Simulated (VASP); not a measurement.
A run of VASP 6.6.1 is set up as follows.

POSCAR

```
W
1.0
    0.0000000000      1.8777500000      2.0300000000
    2.0300000000      0.0000000000      2.0300000000
    2.0300000000      1.8777500000      0.0000000000
W
1
Direct
    0.0000000000      0.0000000000      0.0000000000
```

File INCAR.step1:

```
SYSTEM = W
  PREC = Accurate
  ENCUT = 520
  ISMEAR = 0
  SIGMA = 0.15
  LREAL = .False.
  LASPH = .True.
  NELM = 80
  NBANDS = 13
  GGA = PE
  ALGO = Normal
  EDIFF = 1E-4
  LWAVE = .True.
  LCHARG = .False.
```

INCAR.step2

```
SYSTEM = W
  PREC = Accurate
  ENCUT = 520
  EDIFF = 1E-6
  ISMEAR = 0
  SIGMA = 0.15
  LREAL = .False.
  LASPH = .True.
  NELM = 80
  ALGO = Normal
  ISIF = 2
  LWAVE = .False.
  LCHARG = .False.
  METAGGA = R2SCAN
  LMIXTAU = .True.
  NBANDS = 13
  ISTART = 1
```

File KPOINTS:

```
Automatic mesh
0
Gamma
  20 20 20
  0 0 0
```

Potentials or basis: VASP PAW PBE potentials, release 64 (W_sv).

Run with:

```console
$ cat potpaw_PBE.64/W_sv/POTCAR > POTCAR
$ cp INCAR.step1 INCAR
$ mpirun -np 1 vasp_std > vasp.out
$ cp INCAR.step2 INCAR
$ mpirun -np 1 vasp_std > vasp.out
```

Q: Estimate the pressure.

A: 16.4 GPa.

Q: Estimate the band gap on the k mesh.

A: Zero (bands 7 and 8 overlap by 5.20 eV).

Stress tensor (GPa, compression positive):
```
26.12  0.00  0.00
 0.00 -2.98  0.00
 0.00  0.00 26.12
```

Caveat: the cell differs from its parent crystal (strain -0.0750 x Voigt [0, 1, 0, 0, 0, 0]); the stress differs along the axes, from -3 to 26 GPa; the PAW data sets were made with another functional, which shifts forces and pressure a little; spin-orbit coupling is left out, which moves the levels of the heavy elements.
